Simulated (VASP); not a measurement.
A run of VASP 6.6.1 is set up as follows.

INCAR

```
SYSTEM = ScAl
  PREC = Accurate
  ENCUT = 520
  EDIFF = 1E-6
  ISMEAR = 1
  SIGMA = 0.15
  LREAL = .False.
  LASPH = .True.
  NELM = 60
  ALGO = Normal
  ISIF = 2
  LWAVE = .False.
  LCHARG = .True.
  GGA = PS
  LELF = .True.
  LVHAR = .True.
  NBANDS = 14
```

KPOINTS

```
regular mesh
0
Gamma
  9 9 9
  0 0 0
```

POSCAR

```
ScAl
1.0
    3.4037209624      0.0000000000      0.0000000000
    0.0000000000      3.4037209624      0.0000000000
    0.0000000000      0.0000000000      3.4037209624
Sc Al
1 1
Direct
    0.5000000000      0.5000000000      0.5000000000
    0.0000000000      0.0000000000      0.0000000000
```

Potentials or basis: VASP PAW PBE potentials, release 64 (Sc_sv, Al).

Command:

```bash
$ cat potpaw_PBE.64/Sc_sv/POTCAR potpaw_PBE.64/Al/POTCAR > POTCAR
$ mpirun -np 1 vasp_std > vasp.out
```

**Question.** What does it give for the band gap on the k mesh?

**Answer.** Zero (band 7 reaches 5.97 eV, above the bottom of band 8 at 5.30 eV).

**Question.** Estimate the pressure.

**Answer.** -3.7 GPa.

Caveat: the PAW data sets were made with another functional, which shifts forces and pressure a little.
